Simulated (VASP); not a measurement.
# C (P6_3/mmc) in VASP: single point with r2SCAN+rVV10

Aim: the single point of C with r2SCAN+rVV10.

All numbers are computed with VASP 6.6.1; they aren't measurements. Logs are shortened: lines on timing, memory, paths and dates and some standing lists are left out, and cuts for length are marked.

## Step 1: The cell of the first run

The structure is hexagonal, space group P6_3/mmc (No. 194). Conventional cell: a = 2.455 Å, b = 2.455 Å, c = 6.678 Å, α = 90.00°, β = 90.00°, γ = 120.00°. Within 1.9 Å of C (site symmetry -6m2) lie 3 C at 1.42 Å. C (site symmetry -6m2) has 3 C at 1.42 Å within 1.9 Å.

## Step 2: Single point, r2SCAN+rVV10

File POSCAR:

```
C
1.0
    2.4553334226      0.0000000000      0.0000000000
   -1.2276667113      2.1263811188      0.0000000000
    0.0000000000      0.0000000000      6.6781621319
C
4
Direct
    0.0000000000      0.0000000000      0.7500000000
    0.0000000000      0.0000000000      0.2500000000
    0.3333333333      0.6666666667      0.7500000000
    0.6666666667      0.3333333333      0.2500000000
```

File INCAR.step1:

```
SYSTEM = C
PREC = Accurate
ENCUT = 520
ISMEAR = 0
SIGMA = 0.1
LREAL = .FALSE.
LASPH = .TRUE.
NELM = 80
NBANDS = 16
GGA = PE
ALGO = Normal
EDIFF = 1E-4
LWAVE = .TRUE.
LCHARG = .FALSE.
```

File INCAR.step2:

```
SYSTEM = C
PREC = Accurate
ENCUT = 520
EDIFF = 1E-7
ISMEAR = 0
SIGMA = 0.1
LREAL = .FALSE.
LASPH = .TRUE.
NELM = 80
ALGO = Normal
ISIF = 2
LWAVE = .FALSE.
LCHARG = .TRUE.
METAGGA = R2SCAN
LMIXTAU = .TRUE.
LUSE_VDW = .TRUE.
IVDW_NL = 2
BPARAM = 11.95
CPARAM = 0.0093
LELF = .TRUE.
LVHAR = .TRUE.
NBANDS = 16
ISTART = 1
```

File KPOINTS:

```
Automatic mesh
0
G
  21 21 6
  0 0 0
```

Potentials or basis: VASP PAW PBE potentials, release 64 (C).

Run with:

```console
> cat potpaw_PBE.64/C/POTCAR > POTCAR
> cp INCAR.step1 INCAR
> mpirun -np 1 vasp_std > vasp.out
> cp INCAR.step2 INCAR
> mpirun -np 1 vasp_std > vasp.out
```

OUTCAR:

```text
SYSTEM = C
   PREC = Accurate
   ENCUT = 520
   EDIFF = 1E-7
   ISMEAR = 0
   LREAL = .FALSE.
   LASPH = .TRUE.
   NELM = 80
   ISIF = 2
   METAGGA = R2SCAN
   IVDW_NL = 2
   BPARAM = 11.95
   ISTART = 1

 ion  position               nearest neighbor table
   1  0.000  0.000  0.750-   3 1.42   3 1.42   3 1.42
   2  0.000  0.000  0.250-   4 1.42   4 1.42   4 1.42
   3  0.333  0.667  0.750-   1 1.42   1 1.42   1 1.42
   4  0.667  0.333  0.250-   2 1.42   2 1.42   2 1.42

  LATTYP: Found a hexagonal cell.
 ALAT       =     2.4553334226
 C/A-ratio  =     2.7198595801

  Lattice vectors:

 A1 = (   2.4553334226,   0.0000000000,   0.0000000000)
 A2 = (  -1.2276667113,   2.1263811188,   0.0000000000)
 A3 = (   0.0000000000,   0.0000000000,   6.6781621319)

Analysis of symmetry for initial positions (statically):
=====================================================================
 Subroutine PRICEL returns:
 Original cell was already a primitive cell.

 Routine SETGRP: Setting up the symmetry group for a
 hexagonal supercell.

 Subroutine GETGRP returns: Found 24 space group operations
 (whereof 12 operations were pure point group operations)
 out of a pool of 24 trial point group operations.

The static configuration has the point symmetry D_3d.
 The point group associated with its full space group is D_6h.

Analysis of symmetry for dynamics (positions and initial velocities):
=====================================================================
 Subroutine PRICEL returns:
 Original cell was already a primitive cell.

 Routine SETGRP: Setting up the symmetry group for a
 hexagonal supercell.

 Subroutine GETGRP returns: Found 24 space group operations
 (whereof 12 operations were pure point group operations)
 out of a pool of 24 trial point group operations.

The dynamic configuration has the point symmetry D_3d.
 The point group associated with its full space group is D_6h.

 Subroutine INISYM returns: Found 24 space group operations
 (whereof 12 operations are pure point group operations),
 and found     1 'primitive' translations

----------------------------------------------------------------------------------------

                                     Primitive cell

  volume of cell :      34.8665

  direct lattice vectors                    reciprocal lattice vectors
     2.455333423  0.000000000  0.000000000     0.407276662  0.235141290  0.000000000
    -1.227666711  2.126381119  0.000000000     0.000000000  0.470282581  0.000000000
     0.000000000  0.000000000  6.678162132     0.000000000  0.000000000  0.149741797

  length of vectors
     2.455333423  2.455333423  6.678162132     0.470282581  0.470282581  0.149741797

  position of ions in fractional coordinates (direct lattice)
     0.000000000  0.000000000  0.750000000
     0.000000000  0.000000000  0.250000000
     0.333333333  0.666666667  0.750000000
     0.666666667  0.333333333  0.250000000

  ion indices of the primitive-cell ions
   primitive index   ion index
                 1           1
                 2           2
                 3           3
                 4           4

----------------------------------------------------------------------------------------

 KPOINTS: Automatic mesh

Automatic generation of k-mesh.
 Grid dimensions read from file:
 generate k-points for:   21   21    6

 Generating k-lattice:

  Cartesian coordinates                     Fractional coordinates (reciprocal lattice)
     0.019394127  0.011197204  0.000000000     0.047619048  0.000000000  0.000000000
     0.000000000  0.022394409  0.000000000     0.000000000  0.047619048  0.000000000
     0.000000000  0.000000000  0.024956966     0.000000000  0.000000000  0.166666667

  Length of vectors
     0.022394409  0.022394409  0.024956966

  Shift w.r.t. Gamma in fractional coordinates (k-lattice)
     0.000000000  0.000000000  0.000000000

 Subroutine IBZKPT returns following result:
 ===========================================

 Found    192 irreducible k-points:

 Following reciprocal coordinates:
            Coordinates               Weight
  0.000000  0.000000  0.000000      1.000000
  0.047619  0.000000  0.000000      6.000000
  0.095238  0.000000  0.000000      6.000000
  0.142857  0.000000  0.000000      6.000000
  0.190476  0.000000  0.000000      6.000000
  0.238095  0.000000  0.000000      6.000000
[... 16 lines left out ...]
  0.142857  0.095238  0.000000     12.000000
  0.190476  0.095238  0.000000     12.000000
 [... further k-points ...]
   k-points           NKPTS =    192   k-points in BZ     NKDIM =    192   number of bands    NBANDS=     16
   number of dos      NEDOS =    301   number of ions     NIONS =      4
   total plane-waves  NPLWV =  16200
   dimension x,y,z NGX =    18 NGY =   18 NGZ =   50
   dimension x,y,z NGXF=    36 NGYF=   36 NGZF=  100
   ions per type =               4
   NGX,Y,Z   is equivalent  to a cutoff of  12.19, 12.19, 12.45 a.u.
   NGXF,Y,Z  is equivalent  to a cutoff of  24.37, 24.37, 24.89 a.u.
 SYSTEM =  C
   PREC   = accura    normal or accurate (medium, high low for compatibility)
   ISTART =      1    job   : 0-new  1-cont  2-samecut
   ICHARG =      0    charge: 1-file 2-atom 10-const
   ISPIN  =      1    spin polarized calculation?
   LNONCOLLINEAR =      F non collinear calculations
   LSORBIT =      F    spin-orbit coupling
   LASPH  =      T    aspherical Exc in radial PAW
   ENCUT  =  520.0 eV  38.22 Ry    6.18 a.u.   4.57  4.57 12.42*2*pi/ulx,y,z
   NELM   =     80;   NELMIN=  2; NELMDL=  0     # of ELM steps
   EDIFF  = 0.1E-06   stopping-criterion for ELM
   LREAL  =      F    real-space projection
   EDIFFG = 0.1E-05   stopping-criterion for IOM
   NSW    =      0    number of steps for IOM
   IBRION =     -1    ionic relax: 0-MD 1-quasi-New 2-CG
   NFREE  =      0    steps in history (QN), initial steepest desc. (CG)
   ISIF   =      2    stress and relaxation
   ISYM   =      2    0-nonsym 1-usesym 2-fastsym
   POTIM  = 0.5000    time-step for ionic-motion
   TEBEG  =    0.0;   TEEND  =   0.0 temperature during run
   PSTRESS=    0.0 pullay stress
   NELECT =      16.0000    total number of electrons
   NUPDOWN=      -1.0000    fix difference up-down
   EMIN   =  10.00;   EMAX   =-10.00  energy-range for DOS
   EFERMI =   0.00;   METHOD = LEGACY
   ISMEAR =     0;   SIGMA  =   0.10  broadening in eV -4-tet -1-fermi 0-gaus
   EFERMI_NEDOS =   21; number of points for ismear=-14 and -15
   IALGO  =     38    algorithm
   IMIX   =      4    mixing-type and parameters
     AMIX     =   0.40;   BMIX     =  1.00
     AMIX_MAG =   1.60;   BMIX_MAG =  1.00
  volume/ion in A,a.u.               =       8.72        58.82
  Fermi-wavevector in a.u.,A,eV,Ry     =   1.262734  2.386222 21.694461  1.594498
  Thomas-Fermi vector in A             =   2.396127
   LORBIT       =      0    0 simple, 1 ext, 2 COOP (PROOUT), +10 PAW based schemes
   METAGGA = R2SCAN    functional components
   LHFCALC =     F    Hartree Fock is set to
   AEXX    =    0.0000 exact exchange contribution
   IVDW_NL    =     2    kernel type
   BPARAM     =11.9500
   IVDW    =     0    specifies the selected vdW correction
   LEPSILON=     F    determine dielectric tensor
   LRPA    =     F    only Hartree local field effects (RPA)
 non-spin polarized calculation
 Gauss-broadening in eV      SIGMA  =   0.10
  energy-cutoff  :      520.00
  volume of cell :       34.87
 maximum number of plane-waves:       967
   NGX =  9   NGY =  9   NGZ = 25

 number of electron      15.9999994 magnetization

 Free energy of the ion-electron system (eV)
  ---------------------------------------------------
  ext. energy  EPLUGINS =         0.00000000
  ---------------------------------------------------
  free energy    TOTEN  =       -39.43072230 eV

  energy without entropy =      -39.43013529  energy(sigma->0) =      -39.43042879

 E-fermi :   4.7158     XC(G=0): -11.2533

 val. band max:        4.7046389850   @ k =   0.3333   0.3333   0.1667
 cond. band min:       4.7237004421   @ k =   0.3333   0.3333   0.3333
 fundamental gap:      0.0190614572
 Fermi energy:         4.7157508414

 k-point     1 :       0.0000    0.0000    0.0000
  band No.  band energies     occupation
      1     -16.2592      2.00000
      2     -15.9478      2.00000
      3      -4.3660      2.00000
      4      -2.2737      2.00000
      5       1.5314      2.00000
      6       1.5314      2.00000
[... 8 lines left out ...]
     15      17.1548      0.00000
     16      17.3967      0.00000

 k-point     2 :       0.0476    0.0000    0.0000
  band No.  band energies     occupation
      1     -16.2016      2.00000
      2     -15.8912      2.00000
      3      -4.2963      2.00000
      4      -2.2080      2.00000
      5       1.2895      2.00000
      6       1.3160      2.00000
[... 8 lines left out ...]
     15      16.9354      0.00000
     16      17.1914      0.00000

 k-point     3 :       0.0952    0.0000    0.0000
  band No.  band energies     occupation
      1     -16.0292      2.00000
      2     -15.7216      2.00000
      3      -4.0876      2.00000
      4      -2.0116      2.00000
      5       0.6135      2.00000
      6       0.6546      2.00000
[... 8 lines left out ...]
     15      16.3209      0.00000
     16      16.6046      0.00000

 k-point     4 :       0.1429    0.0000    0.0000
  band No.  band energies     occupation
      1     -15.7425      2.00000
      2     -15.4397      2.00000
      3      -3.7412      2.00000
      4      -1.6867      2.00000
      5      -0.3843      2.00000
      6      -0.3245      2.00000
[... 8 lines left out ...]
     15      15.6847      0.00000
     16      16.3663      0.00000
[... 324 lines left out ...]
 k-point    22 :       0.0952    0.0952    0.0000
  band No.  band energies     occupation
      1     -15.5710      2.00000
      2     -15.2711      2.00000
      3      -3.5344      2.00000
      4      -1.4932      2.00000
      5      -0.7471      2.00000
      6      -0.7083      2.00000
[... 8 lines left out ...]
     15      15.5400      0.00000
     16      16.4731      0.00000

 k-point    23 :       0.1429    0.0952    0.0000
  band No.  band energies     occupation
      1     -15.1719      2.00000
      2     -14.8788      2.00000
      3      -3.0546      2.00000
      4      -1.7680      2.00000
      5      -1.7101      2.00000
      6      -1.0463      2.00000
[... 8 lines left out ...]
     15      16.3632      0.00000
     16      16.7804      0.00000

 k-point    24 :       0.1905    0.0952    0.0000
  band No.  band energies     occupation
      1     -14.6618      2.00000
      2     -14.3773      2.00000
      3      -2.9573      2.00000
      4      -2.8710      2.00000
      5      -2.4446      2.00000
      6      -1.1426      2.00000
[... 8 lines left out ...]
     15      17.2934      0.00000
     16      17.5383      0.00000

 [... further k-points ...]
[... 5 lines left out ...]
  --------------------------------------------------------------------------------------
  -------------------------------------------------------------------------------------
  Total        0.2412235      0.2412235     -0.0379297      0.0000000     -0.0000000      0.0000000
  in kB       11.0846432     11.0846432     -1.7429339      0.0000000     -0.0000000      0.0000000
  external PRESSURE =       6.8087842 kB  Pullay stress =       0.0000000 kB

 VOLUME and BASIS-vectors are now :
 -----------------------------------------------------------------------------
  energy-cutoff  :      520.00
  volume of cell :       34.87
      direct lattice vectors                 reciprocal lattice vectors
     2.455333423  0.000000000  0.000000000     0.407276662  0.235141290  0.000000000
    -1.227666711  2.126381119  0.000000000     0.000000000  0.470282581  0.000000000
     0.000000000  0.000000000  6.678162132     0.000000000  0.000000000  0.149741797

 POSITION                                       TOTAL-FORCE (eV/Angst)
 -----------------------------------------------------------------------------------
      0.00000      0.00000      5.00862         0.000000      0.000000     -0.000000
      0.00000      0.00000      1.66954        -0.000000     -0.000000     -0.000000
     -0.00000      1.41759      5.00862        -0.000000      0.000000      0.000000
      1.22767      0.70879      1.66954         0.000000     -0.000000      0.000000
 -----------------------------------------------------------------------------------
    total drift:                               -0.000000      0.000000      0.000000

  FREE ENERGIE OF THE ION-ELECTRON SYSTEM (eV)
  ---------------------------------------------------
  free  energy   TOTEN  =       -39.4307223000 eV

  energy  without entropy=      -39.4301352868  energy(sigma->0) =      -39.43042879
```

Wall time 3.7 min (1 thread of Intel Xeon 6975P-C (Granite Rapids), shared host); peak memory 0.28 GiB.

Results:

* Free energy: -39.4307 eV
* Pressure: 0.7 GPa
* Band gap on the k mesh: zero (band 8 reaches 4.72 eV, above the bottom of band 9 at 4.70 eV)

Caveat: the PAW data sets were made with another functional, which shifts forces and pressure a little.
